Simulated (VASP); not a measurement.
# In3GaSb2N2 (I4/mmm) in VASP: single point with PBE

Aim: the single point of In3GaSb2N2 with PBE.

All numbers are computed with VASP 6.6.1; they aren't measurements. Logs are shortened: lines on timing, memory, paths and dates and some standing lists are left out, and cuts for length are marked.

### Step 1. The cell of the first run

It takes space group I4/mmm (No. 139, tetragonal). Conventional cell: a = 5.396 Å, b = 5.396 Å, c = 11.250 Å, α = 90.00°, β = 90.00°, γ = 90.00°. Within 3.6 Å of In (site symmetry mmm) lie 2 In at 2.70 Å and 2 Ga at 2.70 Å and 2 N at 2.81 Å. Within 3.6 Å of In (site symmetry 4/mmm) lie 4 In at 2.70 Å and 2 Sb at 2.89 Å. Ga (site symmetry 4/mmm) has 4 In at 2.70 Å and 2 Sb at 2.74 Å within 3.6 Å. Sb (site symmetry 4mm) has 4 N at 2.70 Å and 1 Ga at 2.74 Å and 1 In at 2.89 Å within 3.6 Å. Within 3.6 Å of N (site symmetry -4m2) lie 4 Sb at 2.70 Å and 2 In at 2.81 Å.

### Step 2. Single point, PBE

File INCAR:

```
SYSTEM = In3GaSb2N2
ALGO = Normal
EDIFF = 1E-6
ENCUT = 520
GGA = PE
ISIF = 2
ISMEAR = 0
LASPH = .TRUE.
LCHARG = .FALSE.
LREAL = .FALSE.
LWAVE = .FALSE.
NBANDS = 46
NELM = 100
PREC = Accurate
SIGMA = 0.15
```

File KPOINTS:

```
k-points
0
G
  3 3 3
  0 0 0
```

File POSCAR:

```
In3GaSb2N2
1.0
   -2.6981751778      2.6981751778      5.6252060081
    2.6981751778     -2.6981751778      5.6252060081
    2.6981751778      2.6981751778     -5.6252060081
In Ga Sb N
3 1 2 2
Direct
    0.5000000000      0.0000000000      0.5000000000
    0.0000000000      0.5000000000      0.5000000000
    0.0000000000      0.0000000000      0.0000000000
    0.5000000000      0.5000000000      0.0000000000
    0.2568629870      0.2568629870      0.0000000000
    0.7431370130      0.7431370130      0.0000000000
    0.7500000000      0.2500000000      0.5000000000
    0.2500000000      0.7500000000      0.5000000000
```

Potentials or basis: VASP PAW PBE potentials, release 64 (In_d, Ga_d, Sb, N).

The run is started by

```console
cat potpaw_PBE.64/In_d/POTCAR potpaw_PBE.64/Ga_d/POTCAR potpaw_PBE.64/Sb/POTCAR potpaw_PBE.64/N/POTCAR > POTCAR
mpirun -np 1 vasp_std > vasp.out
```

OUTCAR:

```text
SYSTEM = In3GaSb2N2
   EDIFF = 1E-6
   ENCUT = 520
   GGA = PE
   ISIF = 2
   ISMEAR = 0
   LASPH = .TRUE.
   LREAL = .FALSE.
   NELM = 100
   PREC = Accurate

 ion  position               nearest neighbor table
   1  0.500  0.000  0.500-   3 2.70   4 2.70   4 2.70   3 2.70   7 2.81   8 2.81   2 3.82   2 3.82
                             2 3.82   2 3.82   5 3.84   6 3.84   5 3.84   6 3.84
   2  0.000  0.500  0.500-   3 2.70   4 2.70   3 2.70   4 2.70   7 2.81   8 2.81   1 3.82   1 3.82
                             1 3.82   1 3.82   5 3.84   6 3.84   5 3.84   6 3.84
   3  0.000  0.000  0.000-   1 2.70   2 2.70   2 2.70   1 2.70   5 2.89   6 2.89
   4  0.500  0.500  0.000-   1 2.70   2 2.70   1 2.70   2 2.70   5 2.74   6 2.74
   5  0.257  0.257  0.000-   7 2.70   8 2.70   8 2.70   7 2.70   4 2.74   3 2.89   2 3.84   1 3.84
                             1 3.84   2 3.84
   6  0.743  0.743  0.000-   8 2.70   7 2.70   7 2.70   8 2.70   4 2.74   3 2.89   1 3.84   2 3.84
                             1 3.84   2 3.84
   7  0.750  0.250  0.500-   5 2.70   6 2.70   5 2.70   6 2.70   2 2.81   1 2.81
   8  0.250  0.750  0.500-   5 2.70   6 2.70   5 2.70   6 2.70   2 2.81   1 2.81

  LATTYP: Found a body centered tetragonal cell.
 ALAT       =     5.3963503556
 C/A-ratio  =     2.0848186783

  Lattice vectors:

 A1 = (  -2.6981751778,   2.6981751778,   5.6252060081)
 A2 = (   2.6981751778,  -2.6981751778,   5.6252060081)
 A3 = (   2.6981751778,   2.6981751778,  -5.6252060081)

Analysis of symmetry for initial positions (statically):
=====================================================================
 Subroutine PRICEL returns:
 Original cell was already a primitive cell.

 Routine SETGRP: Setting up the symmetry group for a
 body centered tetragonal supercell.

 Subroutine GETGRP returns: Found 16 space group operations
 (whereof 16 operations were pure point group operations)
 out of a pool of 16 trial point group operations.

The static configuration has the point symmetry D_4h.

Analysis of symmetry for dynamics (positions and initial velocities):
=====================================================================
 Subroutine PRICEL returns:
 Original cell was already a primitive cell.

 Routine SETGRP: Setting up the symmetry group for a
 body centered tetragonal supercell.

 Subroutine GETGRP returns: Found 16 space group operations
 (whereof 16 operations were pure point group operations)
 out of a pool of 16 trial point group operations.

The dynamic configuration has the point symmetry D_4h.

 Subroutine INISYM returns: Found 16 space group operations
 (whereof 16 operations are pure point group operations),
 and found     1 'primitive' translations

----------------------------------------------------------------------------------------

                                     Primitive cell

  volume of cell :     163.8094

  direct lattice vectors                    reciprocal lattice vectors
    -2.698175178  2.698175178  5.625206008     0.000000000  0.185310429  0.088885634
     2.698175178 -2.698175178  5.625206008     0.185310429  0.000000000  0.088885634
     2.698175178  2.698175178 -5.625206008     0.185310429  0.185310429  0.000000000

  length of vectors
     6.797296611  6.797296611  6.797296611     0.205525208  0.205525208  0.262068522

  position of ions in fractional coordinates (direct lattice)
     0.500000000  0.000000000  0.500000000
     0.000000000  0.500000000  0.500000000
     0.000000000  0.000000000  0.000000000
     0.500000000  0.500000000  0.000000000
     0.256862987  0.256862987  0.000000000
     0.743137013  0.743137013  0.000000000
     0.750000000  0.250000000  0.500000000
     0.250000000  0.750000000  0.500000000

  ion indices of the primitive-cell ions
   primitive index   ion index
                 1           1
                 2           2
                 3           3
                 4           4
                 5           5
                 6           6
                 7           7
                 8           8

----------------------------------------------------------------------------------------

 KPOINTS: k-points

Automatic generation of k-mesh.
 Grid dimensions read from file:
 generate k-points for:    3    3    3

 Generating k-lattice:

  Cartesian coordinates                     Fractional coordinates (reciprocal lattice)
     0.000000000  0.061770143  0.029628545     0.333333333  0.000000000  0.000000000
     0.061770143  0.000000000  0.029628545     0.000000000  0.333333333  0.000000000
     0.061770143  0.061770143  0.000000000     0.000000000  0.000000000  0.333333333

  Length of vectors
     0.068508403  0.068508403  0.087356174

  Shift w.r.t. Gamma in fractional coordinates (k-lattice)
     0.000000000  0.000000000  0.000000000

 Subroutine IBZKPT returns following result:
 ===========================================

 Found      6 irreducible k-points:

 Following reciprocal coordinates:
            Coordinates               Weight
  0.000000  0.000000  0.000000      1.000000
  0.333333  0.000000 -0.000000      8.000000
  0.333333  0.333333 -0.000000      8.000000
 -0.333333  0.333333  0.000000      4.000000
 -0.333333  0.333333  0.333333      4.000000
 -0.333333 -0.333333  0.333333      2.000000
   k-points           NKPTS =      6   k-points in BZ     NKDIM =      6   number of bands    NBANDS=     46
   number of dos      NEDOS =    301   number of ions     NIONS =      8
   total plane-waves  NPLWV = 157464
   dimension x,y,z NGX =    54 NGY =   54 NGZ =   54
   dimension x,y,z NGXF=   108 NGYF=  108 NGZF=  108
   ions per type =               3   1   2   2
   NGX,Y,Z   is equivalent  to a cutoff of  13.21, 13.21, 13.21 a.u.
   NGXF,Y,Z  is equivalent  to a cutoff of  26.41, 26.41, 26.41 a.u.
 SYSTEM =  In3GaSb2N2
   PREC   = accura    normal or accurate (medium, high low for compatibility)
   ISTART =      0    job   : 0-new  1-cont  2-samecut
   ICHARG =      2    charge: 1-file 2-atom 10-const
   ISPIN  =      1    spin polarized calculation?
   LNONCOLLINEAR =      F non collinear calculations
   LSORBIT =      F    spin-orbit coupling
   LASPH  =      T    aspherical Exc in radial PAW
   ENCUT  =  520.0 eV  38.22 Ry    6.18 a.u.  12.64 12.64 12.64*2*pi/ulx,y,z
   NELM   =    100;   NELMIN=  2; NELMDL= -5     # of ELM steps
   EDIFF  = 0.1E-05   stopping-criterion for ELM
   LREAL  =      F    real-space projection
   EDIFFG = 0.1E-04   stopping-criterion for IOM
   NSW    =      0    number of steps for IOM
   IBRION =     -1    ionic relax: 0-MD 1-quasi-New 2-CG
   NFREE  =      0    steps in history (QN), initial steepest desc. (CG)
   ISIF   =      2    stress and relaxation
   ISYM   =      2    0-nonsym 1-usesym 2-fastsym
   POTIM  = 0.5000    time-step for ionic-motion
   TEBEG  =    0.0;   TEEND  =   0.0 temperature during run
   PSTRESS=    0.0 pullay stress
   NELECT =      72.0000    total number of electrons
   NUPDOWN=      -1.0000    fix difference up-down
   EMIN   =  10.00;   EMAX   =-10.00  energy-range for DOS
   EFERMI =   0.00;   METHOD = LEGACY
   ISMEAR =     0;   SIGMA  =   0.15  broadening in eV -4-tet -1-fermi 0-gaus
   EFERMI_NEDOS =   21; number of points for ismear=-14 and -15
   IALGO  =     38    algorithm
   IMIX   =      4    mixing-type and parameters
     AMIX     =   0.40;   BMIX     =  1.00
     AMIX_MAG =   1.60;   BMIX_MAG =  1.00
  volume/ion in A,a.u.               =      20.48       138.18
  Fermi-wavevector in a.u.,A,eV,Ry     =   1.244723  2.352186 21.079992  1.549336
  Thomas-Fermi vector in A             =   2.378977
   LORBIT       =      0    0 simple, 1 ext, 2 COOP (PROOUT), +10 PAW based schemes
   GGA     = PE    functional components
   LHFCALC =     F    Hartree Fock is set to
   AEXX    =    0.0000 exact exchange contribution
   IVDW    =     0    specifies the selected vdW correction
   LEPSILON=     F    determine dielectric tensor
   LRPA    =     F    only Hartree local field effects (RPA)
 non-spin polarized calculation
 Gauss-broadening in eV      SIGMA  =   0.15
  energy-cutoff  :      520.00
  volume of cell :      163.81
 maximum number of plane-waves:      4442
 NGX is ok and might be reduce to    50
   NGX = 25   NGY = 25   NGZ = 25

 number of electron      71.9999988 magnetization

 Free energy of the ion-electron system (eV)
  ---------------------------------------------------
  ext. energy  EPLUGINS =         0.00000000
  ---------------------------------------------------
  free energy    TOTEN  =       -29.60151729 eV

  energy without entropy =      -29.56999275  energy(sigma->0) =      -29.58575502

 E-fermi :   7.2502     XC(G=0): -10.4883

 val. band max:        7.1744729046   @ k =   0.3333   0.0000  -0.0000
 cond. band min:       7.3786446931   @ k =   0.3333   0.3333  -0.0000
 fundamental gap:      0.2041717885
 Fermi energy:         7.2501694613

 k-point     1 :       0.0000    0.0000    0.0000
  band No.  band energies     occupation
      1      -8.5697      2.00000
      2      -8.2484      2.00000
      3      -8.1960      2.00000
      4      -8.1510      2.00000
      5      -8.0969      2.00000
      6      -7.9437      2.00000
[... 38 lines left out ...]
     45      11.7105      0.00000
     46      11.7446      0.00000

 k-point     2 :       0.3333    0.0000   -0.0000
  band No.  band energies     occupation
      1      -8.4457      2.00000
      2      -8.1844      2.00000
      3      -8.0620      2.00000
      4      -8.0091      2.00000
      5      -7.9737      2.00000
      6      -7.9319      2.00000
[... 38 lines left out ...]
     45      11.8003      0.00000
     46      13.1420      0.00000

 k-point     3 :       0.3333    0.3333   -0.0000
  band No.  band energies     occupation
      1      -8.1863      2.00000
      2      -8.0031      2.00000
      3      -8.0028      2.00000
      4      -7.9668      2.00000
      5      -7.9401      2.00000
      6      -7.8920      2.00000
[... 38 lines left out ...]
     45      11.5945      0.00000
     46      11.9233      0.00000

 k-point     4 :      -0.3333    0.3333    0.0000
  band No.  band energies     occupation
      1      -8.1862      2.00000
      2      -8.0021      2.00000
      3      -7.9985      2.00000
      4      -7.9741      2.00000
      5      -7.9498      2.00000
      6      -7.8938      2.00000
[... 38 lines left out ...]
     45      11.2389      0.00000
     46      11.5460      0.00000

 k-point     5 :      -0.3333    0.3333    0.3333
  band No.  band energies     occupation
      1      -8.4454      2.00000
      2      -8.1856      2.00000
      3      -8.0619      2.00000
      4      -7.9913      2.00000
      5      -7.9729      2.00000
      6      -7.9304      2.00000
[... 38 lines left out ...]
     45      11.9225      0.00000
     46      11.9512      0.00000

 k-point     6 :      -0.3333   -0.3333    0.3333
  band No.  band energies     occupation
      1      -8.5698      2.00000
      2      -8.2418      2.00000
      3      -8.1960      2.00000
      4      -8.1520      2.00000
      5      -8.0799      2.00000
      6      -7.9410      2.00000
[... 38 lines left out ...]
     45      11.6622      0.00000
     46      12.1358      0.00000

------------------------ aborting loop because EDIFF is reached ----------------------------------------

  FORCE on cell =-STRESS in cart. coord.  units (eV):
  Direction    XX          YY          ZZ          XY          YZ          ZX
  --------------------------------------------------------------------------------------
  -------------------------------------------------------------------------------------
  Total       -0.1480786     -0.1480786      0.1331094      0.0000000      0.0000000      0.0000000
  in kB       -1.4483184     -1.4483184      1.3019087      0.0000000      0.0000000      0.0000000
  external PRESSURE =      -0.5315760 kB  Pullay stress =       0.0000000 kB

 VOLUME and BASIS-vectors are now :
 -----------------------------------------------------------------------------
  energy-cutoff  :      520.00
  volume of cell :      163.81
      direct lattice vectors                 reciprocal lattice vectors
    -2.698175178  2.698175178  5.625206008     0.000000000  0.185310429  0.088885634
     2.698175178 -2.698175178  5.625206008     0.185310429  0.000000000  0.088885634
     2.698175178  2.698175178 -5.625206008     0.185310429  0.185310429  0.000000000

 POSITION                                       TOTAL-FORCE (eV/Angst)
 -----------------------------------------------------------------------------------
      0.00000      2.69818      0.00000         0.000000      0.000000     -0.000000
      2.69818      0.00000      0.00000         0.000000      0.000000      0.000000
      0.00000      0.00000      0.00000         0.000000      0.000000     -0.000000
      0.00000      0.00000      5.62521         0.000000      0.000000      0.000000
      0.00000      0.00000      2.88981        -0.000000     -0.000000     -0.005396
      0.00000      0.00000      8.36060         0.000000      0.000000      0.005396
     -0.00000      2.69818      2.81260         0.000000      0.000000      0.000000
      2.69818     -0.00000      2.81260         0.000000      0.000000     -0.000000
 -----------------------------------------------------------------------------------
    total drift:                                0.000000      0.000000     -0.000000

  FREE ENERGIE OF THE ION-ELECTRON SYSTEM (eV)
  ---------------------------------------------------
  free  energy   TOTEN  =       -29.6015172913 eV

  energy  without entropy=      -29.5699927519  energy(sigma->0) =      -29.58575502
```

Run time: 2.4 min. Hardware: 1 thread of Intel Xeon Platinum 8259CL at 2.50GHz (Skylake/Cascade Lake), shared host; peak memory 0.42 GiB.

Results:

```
Free energy            : -29.6015 eV
Pressure               : -0.1 GPa
Largest force          : 0.005 eV/Å
Band gap on the k mesh : zero (band 36 reaches 7.77 eV, above the bottom of band 37 at 6.43 eV)
```

Forces on the atoms (eV/Å):
```
In   0.000  0.000  0.000
In   0.000  0.000  0.000
In   0.000  0.000  0.000
Ga   0.000  0.000  0.000
Sb   0.000  0.000 -0.005
Sb   0.000  0.000  0.005
N    0.000  0.000  0.000
N    0.000  0.000  0.000
```

Levels at points of the mesh, in eV from the Fermi level:
```
           k point  band 32  band 33  band 34  band 35  band 36  band 37  band 38  band 39  band 40  band 41
(0.00, 0.00, 0.00)    -3.37    -2.64    -2.64    -0.32     0.52     0.90     0.90     2.52     3.30     3.66
```

Caveat: the k points lie up to 0.55 Å⁻¹ apart; spin-orbit coupling is left out, which moves the levels of the heavy elements.
